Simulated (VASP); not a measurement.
Cd2TeO3:

```
Cd Te O
1.0
     5.94661    0.00000    0.00000
    -2.97331    5.14992    0.00000
     0.00000    0.00000    3.42157
Cd Te O
2 1 3
Direct
  0.33333 0.66667 0.50000
  0.66667 0.33333 0.50000
  0.00000 0.00000 0.50000
  0.00000 0.50000 0.00000
  0.50000 0.00000 0.00000
  0.50000 0.50000 0.00000
```

```yaml
Program: VASP 6.6.1
Task: relaxation of cell and atoms
Functional: PBE
Potentials_or_basis: VASP PAW PBE potentials, release 64 (Cd, Te, O)
Cutoff: 600 eV
k_mesh: 3 × 3 × 6
Occupations: gaussian, width 0.1 eV
Spin: no spin polarisation
```

At the start: pressure -8.7 GPa; volume 17.46 Å³/atom.

Q: Where does the relaxation end?

A: Over 7 steps the energy falls by 148.2 meV/atom and the volume is 15.90 Å³/atom (-9.0 %); space group P6/mmm (No. 191, to 0.05 Å).

Step by step:
| step | energy change (eV) | largest force (eV/Å) | pressure (GPa) | volume (Å³) |
| --- | --- | --- | --- | --- |
| 1 | 0.0000 | 0.0000 | -8.73 | 104.78 |
| 2 | -0.7714 | 0.0000 | 3.55 | 90.75 |
| 3 | -0.7727 | 0.0000 | 2.84 | 91.26 |
| 4 | -0.8699 | 0.0000 | 1.18 | 93.50 |
| 5 | -0.8890 | 0.0000 | 0.18 | 95.22 |
| 6 | -0.8893 | 0.0000 | 0.27 | 95.03 |
| 7 | -0.8895 | 0.0000 | -0.16 | 95.40 |

Final structure:
```cif
data_structure
_symmetry_space_group_name_H-M 'P 1'
_symmetry_Int_Tables_number 1
_cell_length_a 6.0649
_cell_length_b 6.0649
_cell_length_c 2.9949
_cell_angle_alpha 90.000
_cell_angle_beta 90.000
_cell_angle_gamma 120.000
_cell_volume 95.40
loop_
_atom_site_label
_atom_site_type_symbol
_atom_site_fract_x
_atom_site_fract_y
_atom_site_fract_z
_atom_site_occupancy
Cd1 Cd 0.33333 0.66667 0.50000 1
Cd2 Cd 0.66667 0.33333 0.50000 1
Te1 Te 0.00000 0.00000 0.50000 1
O1 O 0.00000 0.50000 0.00000 1
O2 O 0.50000 0.00000 0.00000 1
O3 O 0.50000 0.50000 0.00000 1
```

Caveat: the k points lie up to 0.40 Å⁻¹ apart in the final cell.
